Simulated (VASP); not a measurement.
# ScGaS3 (Pm-3m) in VASP: single point with r2SCAN+rVV10

Aim: the single point of ScGaS3 with r2SCAN+rVV10.

All numbers are computed with VASP 6.6.1; they aren't measurements. Logs are shortened: lines on timing, memory, paths and dates and some standing lists are left out, and cuts for length are marked.

## Step 1: The cell of the first run

The structure is cubic, space group Pm-3m (No. 221). Conventional cell: a = 4.618 Å, b = 4.618 Å, c = 4.618 Å, α = 90.00°, β = 90.00°, γ = 90.00°. Within 4.3 Å of Sc (site symmetry m-3m) lie 12 S at 3.27 Å and 8 Ga at 4.00 Å. Within 3.1 Å of Ga (site symmetry m-3m) lie 6 S at 2.31 Å. Within 3.1 Å of S (site symmetry 4/mmm) lie 2 Ga at 2.31 Å.

## Step 2: Single point, r2SCAN+rVV10

Contents of POSCAR:

```
ScGaS3
1.0
    0.0000000000      4.6179932783      4.6179932783
    4.6179932783      0.0000000000      4.6179932783
    4.6179932783      4.6179932783      0.0000000000
Sc Ga S
2 2 6
Direct
    0.2500000000      0.2500000000      0.2500000000
    0.7500000000      0.7500000000      0.7500000000
    0.5000000000      0.5000000000      0.5000000000
    0.0000000000      0.0000000000      0.0000000000
    0.2500000000      0.2500000000      0.7500000000
    0.2500000000      0.7500000000      0.7500000000
    0.7500000000      0.7500000000      0.2500000000
    0.2500000000      0.7500000000      0.2500000000
    0.7500000000      0.2500000000      0.7500000000
    0.7500000000      0.2500000000      0.2500000000
```

Contents of INCAR.step1:

```
SYSTEM = ScGaS3
PREC = Accurate ; ENCUT = 520
ISMEAR = -1 ; SIGMA = 0.03
LREAL = .FALSE. ; LASPH = .TRUE.
NELM = 100 ; NBANDS = 53
GGA = PE ; ALGO = Normal
EDIFF = 1E-4 ; LWAVE = .TRUE.
LCHARG = .FALSE.
```

Contents of INCAR.step2:

```
SYSTEM = ScGaS3
PREC = Accurate ; ENCUT = 520
EDIFF = 1E-6 ; ISMEAR = -1
SIGMA = 0.03 ; LREAL = .FALSE.
LASPH = .TRUE. ; NELM = 100
ALGO = Normal ; ISIF = 2
LWAVE = .FALSE. ; LCHARG = .FALSE.
METAGGA = R2SCAN ; LMIXTAU = .TRUE.
LUSE_VDW = .TRUE. ; IVDW_NL = 2
BPARAM = 11.95 ; CPARAM = 0.0093
NBANDS = 53 ; ISTART = 1
```

Contents of KPOINTS:

```
regular mesh
0
G
  6 6 6
  0 0 0
```

Potentials or basis: VASP PAW PBE potentials, release 64 (Sc_sv, Ga_d, S).

Launch:

```sh
$ cat potpaw_PBE.64/Sc_sv/POTCAR potpaw_PBE.64/Ga_d/POTCAR potpaw_PBE.64/S/POTCAR > POTCAR
$ cp INCAR.step1 INCAR
$ mpirun -np 1 vasp_std > vasp.out
$ cp INCAR.step2 INCAR
$ mpirun -np 1 vasp_std > vasp.out
```

OUTCAR:

```text
SYSTEM = ScGaS3
   PREC = Accurate
   ENCUT = 520
   EDIFF = 1E-6
   ISMEAR = -1
   LREAL = .FALSE.
   LASPH = .TRUE.
   NELM = 100
   ISIF = 2
   METAGGA = R2SCAN
   IVDW_NL = 2
   BPARAM = 11.95
   ISTART = 1

 ion  position               nearest neighbor table
   1  0.250  0.250  0.250-
   2  0.750  0.750  0.750-
   3  0.500  0.500  0.500-   5 2.31   6 2.31   7 2.31   8 2.31   9 2.31  10 2.31
   4  0.000  0.000  0.000-   5 2.31   6 2.31   7 2.31   8 2.31   9 2.31  10 2.31
   5  0.250  0.250  0.750-   3 2.31   4 2.31
   6  0.250  0.750  0.750-   3 2.31   4 2.31
   7  0.750  0.750  0.250-   3 2.31   4 2.31
   8  0.250  0.750  0.250-   3 2.31   4 2.31
   9  0.750  0.250  0.750-   3 2.31   4 2.31
  10  0.750  0.250  0.250-   3 2.31   4 2.31

  LATTYP: Found a face centered cubic cell.
 ALAT       =     9.2359865566

  Lattice vectors:

 A1 = (   0.0000000000,   4.6179932783,   4.6179932783)
 A2 = (   4.6179932783,   0.0000000000,   4.6179932783)
 A3 = (   4.6179932783,   4.6179932783,   0.0000000000)

Analysis of symmetry for initial positions (statically):
=====================================================================
 Subroutine PRICEL returns following result:

  LATTYP: Found a simple cubic cell.
 ALAT       =     4.6179932783

  Lattice vectors:

 A1 = (  -4.6179932783,   0.0000000000,   0.0000000000)
 A2 = (   0.0000000000,   0.0000000000,   4.6179932783)
 A3 = (   0.0000000000,   4.6179932783,   0.0000000000)

   2 primitive cells build up your supercell.

 Routine SETGRP: Setting up the symmetry group for a
 face centered cubic supercell.

 Subroutine GETGRP returns: Found 48 space group operations
 (whereof 48 operations were pure point group operations)
 out of a pool of 48 trial point group operations.

The static configuration has the point symmetry O_h .

Analysis of symmetry for dynamics (positions and initial velocities):
=====================================================================
 Subroutine PRICEL returns following result:

  LATTYP: Found a simple cubic cell.
 ALAT       =     4.6179932783

  Lattice vectors:

 A1 = (  -4.6179932783,   0.0000000000,   0.0000000000)
 A2 = (   0.0000000000,   0.0000000000,   4.6179932783)
 A3 = (   0.0000000000,   4.6179932783,   0.0000000000)

   2 primitive cells build up your supercell.

 Routine SETGRP: Setting up the symmetry group for a
 face centered cubic supercell.

 Subroutine GETGRP returns: Found 48 space group operations
 (whereof 48 operations were pure point group operations)
 out of a pool of 48 trial point group operations.

The dynamic configuration has the point symmetry O_h .

 Subroutine INISYM returns: Found 48 space group operations
 (whereof 48 operations are pure point group operations),
 and found     2 'primitive' translations

----------------------------------------------------------------------------------------

                                     Primitive cell

  volume of cell :      98.4827

  direct lattice vectors                    reciprocal lattice vectors
    -4.617993278  0.000000000  0.000000000    -0.216544274  0.000000000  0.000000000
     0.000000000  0.000000000  4.617993278     0.000000000  0.000000000  0.216544274
     0.000000000  4.617993278  0.000000000     0.000000000  0.216544274  0.000000000

  length of vectors
     4.617993278  4.617993278  4.617993278     0.216544274  0.216544274  0.216544274

  position of ions in fractional coordinates (direct lattice)
     0.500000000  0.500000000  0.500000000
     0.000000000  1.000000000  1.000000000
     0.000000000  0.500000000  1.000000000
     0.500000000  1.000000000  1.000000000
     0.000000000  1.000000000  0.500000000

  ion indices of the primitive-cell ions
   primitive index   ion index
                 1           1
                 2           3
                 3           5
                 4          10
                 5           8

----------------------------------------------------------------------------------------

 KPOINTS: regular mesh

Automatic generation of k-mesh.
 Grid dimensions read from file:
 generate k-points for:    6    6    6

 Generating k-lattice:

  Cartesian coordinates                     Fractional coordinates (reciprocal lattice)
    -0.018045356  0.018045356  0.018045356     0.166666667  0.000000000  0.000000000
     0.018045356 -0.018045356  0.018045356     0.000000000  0.166666667  0.000000000
     0.018045356  0.018045356 -0.018045356     0.000000000  0.000000000  0.166666667

  Length of vectors
     0.031255474  0.031255474  0.031255474

  Shift w.r.t. Gamma in fractional coordinates (k-lattice)
     0.000000000  0.000000000  0.000000000

 Subroutine IBZKPT returns following result:
 ===========================================

 Found     16 irreducible k-points:

 Following reciprocal coordinates:
            Coordinates               Weight
  0.000000  0.000000  0.000000      1.000000
  0.166667  0.000000  0.000000      8.000000
  0.333333  0.000000  0.000000      8.000000
  0.500000  0.000000  0.000000      4.000000
  0.166667  0.166667  0.000000      6.000000
  0.333333  0.166667  0.000000     24.000000
[... 8 lines left out ...]
 -0.333333  0.333333  0.166667     24.000000
 -0.333333  0.500000  0.166667     12.000000
   k-points           NKPTS =     16   k-points in BZ     NKDIM =     16   number of bands    NBANDS=     53
   number of dos      NEDOS =    301   number of ions     NIONS =     10
   total plane-waves  NPLWV = 125000
   dimension x,y,z NGX =    50 NGY =   50 NGZ =   50
   dimension x,y,z NGXF=   100 NGYF=  100 NGZF=  100
   ions per type =               2   2   6
   NGX,Y,Z   is equivalent  to a cutoff of  12.73, 12.73, 12.73 a.u.
   NGXF,Y,Z  is equivalent  to a cutoff of  25.46, 25.46, 25.46 a.u.
 SYSTEM =  ScGaS3
   PREC   = accura    normal or accurate (medium, high low for compatibility)
   ISTART =      1    job   : 0-new  1-cont  2-samecut
   ICHARG =      0    charge: 1-file 2-atom 10-const
   ISPIN  =      1    spin polarized calculation?
   LNONCOLLINEAR =      F non collinear calculations
   LSORBIT =      F    spin-orbit coupling
   LASPH  =      T    aspherical Exc in radial PAW
   ENCUT  =  520.0 eV  38.22 Ry    6.18 a.u.  12.14 12.14 12.14*2*pi/ulx,y,z
   NELM   =    100;   NELMIN=  2; NELMDL=  0     # of ELM steps
   EDIFF  = 0.1E-05   stopping-criterion for ELM
   LREAL  =      F    real-space projection
[... 7 lines left out ...]
   TEBEG  =    0.0;   TEEND  =   0.0 temperature during run
   PSTRESS=    0.0 pullay stress
   NELECT =      84.0000    total number of electrons
   NUPDOWN=      -1.0000    fix difference up-down
   EMIN   =  10.00;   EMAX   =-10.00  energy-range for DOS
   EFERMI =   0.00;   METHOD = LEGACY
   ISMEAR =    -1;   SIGMA  =   0.03  broadening in eV -4-tet -1-fermi 0-gaus
   EFERMI_NEDOS =   21; number of points for ismear=-14 and -15
   IALGO  =     38    algorithm
   IMIX   =      4    mixing-type and parameters
     AMIX     =   0.40;   BMIX     =  1.00
     AMIX_MAG =   1.60;   BMIX_MAG =  1.00
  volume/ion in A,a.u.               =      19.70       132.92
  Fermi-wavevector in a.u.,A,eV,Ry     =   1.232266  2.328646 20.660184  1.518481
  Thomas-Fermi vector in A             =   2.367043
   LORBIT       =      0    0 simple, 1 ext, 2 COOP (PROOUT), +10 PAW based schemes
   METAGGA = R2SCAN    functional components
   LHFCALC =     F    Hartree Fock is set to
   AEXX    =    0.0000 exact exchange contribution
   IVDW_NL    =     2    kernel type
   BPARAM     =11.9500
   IVDW    =     0    specifies the selected vdW correction
   LEPSILON=     F    determine dielectric tensor
   LRPA    =     F    only Hartree local field effects (RPA)
 non-spin polarized calculation
  energy-cutoff  :      520.00
  volume of cell :      196.97
 maximum number of plane-waves:      5346
 NGX is ok and might be reduce to    50
   NGX = 25   NGY = 25   NGZ = 25

 number of electron      84.0000021 magnetization

 Free energy of the ion-electron system (eV)
  ---------------------------------------------------
  ext. energy  EPLUGINS =         0.00000000
  ---------------------------------------------------
  free energy    TOTEN  =       -96.98137178 eV

  energy without entropy =      -96.97081995  energy(sigma->0) =      -96.97609587

 E-fermi :   4.9744     XC(G=0): -10.7204

 val. band max:        4.9528142111   @ k =   0.3333   0.3333   0.0000
 cond. band min:       4.9841533617   @ k =   0.3333   0.0000   0.0000
 fundamental gap:      0.0313391505
 Fermi energy:         4.9743565061

 k-point     1 :       0.0000    0.0000    0.0000
  band No.  band energies     occupation
      1     -48.7835      2.00000
      2     -48.7832      2.00000
      3     -26.3331      2.00000
      4     -26.3331      2.00000
      5     -26.3330      2.00000
      6     -26.3306      2.00000
[... 45 lines left out ...]
     52       6.0597      0.00000
     53       6.0597      0.00000

 k-point     2 :       0.1667    0.0000    0.0000
  band No.  band energies     occupation
      1     -48.7835      2.00000
      2     -48.7832      2.00000
      3     -26.3330      2.00000
      4     -26.3330      2.00000
      5     -26.3329      2.00000
      6     -26.3308      2.00000
[... 45 lines left out ...]
     52       6.3352      0.00000
     53       6.3354      0.00000

 k-point     3 :       0.3333    0.0000    0.0000
  band No.  band energies     occupation
      1     -48.7834      2.00000
      2     -48.7833      2.00000
      3     -26.3327      2.00000
      4     -26.3326      2.00000
      5     -26.3324      2.00000
      6     -26.3314      2.00000
[... 45 lines left out ...]
     52       6.7049      0.00000
     53       6.7049      0.00000
[... 617 lines left out ...]
 k-point    15 :      -0.3333    0.3333    0.1667
  band No.  band energies     occupation
      1     -48.7833      2.00000
      2     -48.7833      2.00000
      3     -26.3336      2.00000
      4     -26.3336      2.00000
      5     -26.3319      2.00000
      6     -26.3319      2.00000
[... 45 lines left out ...]
     52       6.7739      0.00000
     53       7.9503      0.00000

 k-point    16 :      -0.3333    0.5000    0.1667
  band No.  band energies     occupation
      1     -48.7834      2.00000
      2     -48.7833      2.00000
      3     -26.3340      2.00000
      4     -26.3338      2.00000
      5     -26.3328      2.00000
      6     -26.3311      2.00000
[... 45 lines left out ...]
     52       6.8366      0.00000
     53       8.2884      0.00000

------------------------ aborting loop because EDIFF is reached ----------------------------------------

  FORCE on cell =-STRESS in cart. coord.  units (eV):
  Direction    XX          YY          ZZ          XY          YZ          ZX
  --------------------------------------------------------------------------------------
  -------------------------------------------------------------------------------------
  Total        0.1705790      0.1705790      0.1705790      0.0000000     -0.0000000      0.0000000
  in kB        1.3875422      1.3875422      1.3875422      0.0000000     -0.0000000      0.0000000
  external PRESSURE =       1.3875422 kB  Pullay stress =       0.0000000 kB

 VOLUME and BASIS-vectors are now :
 -----------------------------------------------------------------------------
  energy-cutoff  :      520.00
  volume of cell :      196.97
      direct lattice vectors                 reciprocal lattice vectors
     0.000000000  4.617993278  4.617993278    -0.108272137  0.108272137  0.108272137
     4.617993278  0.000000000  4.617993278     0.108272137 -0.108272137  0.108272137
     4.617993278  4.617993278  0.000000000     0.108272137  0.108272137 -0.108272137

 POSITION                                       TOTAL-FORCE (eV/Angst)
 -----------------------------------------------------------------------------------
      2.30900      2.30900      2.30900         0.000000     -0.000000     -0.000000
      6.92699      6.92699      6.92699        -0.000000      0.000000     -0.000000
      4.61799      4.61799      4.61799        -0.000000      0.000000      0.000000
      0.00000      0.00000      0.00000        -0.000000     -0.000000      0.000000
      4.61799      4.61799      2.30900         0.000000      0.000000      0.000000
      6.92699      4.61799      4.61799         0.000000     -0.000000      0.000000
      4.61799      4.61799      6.92699        -0.000000     -0.000000     -0.000000
      4.61799      2.30900      4.61799        -0.000000     -0.000000      0.000000
      4.61799      6.92699      4.61799         0.000000     -0.000000     -0.000000
      2.30900      4.61799      4.61799         0.000000     -0.000000     -0.000000
 -----------------------------------------------------------------------------------
    total drift:                                0.000000     -0.000000     -0.000000

  FREE ENERGIE OF THE ION-ELECTRON SYSTEM (eV)
  ---------------------------------------------------
  free  energy   TOTEN  =       -96.9813717809 eV

  energy  without entropy=      -96.9708199520  energy(sigma->0) =      -96.97609587
```

It took 15 min on 1 thread of Intel Xeon Platinum 8375C at 2.90GHz (Ice Lake), shared host; peak memory 0.9 GiB.

Results:

```
Free energy            : -96.9814 eV
Pressure               : 0.1 GPa
Band gap on the k mesh : zero (bands 42 and 43 overlap by 0.43 eV)
```

Caveat: the PAW data sets were made with another functional, which shifts forces and pressure a little.
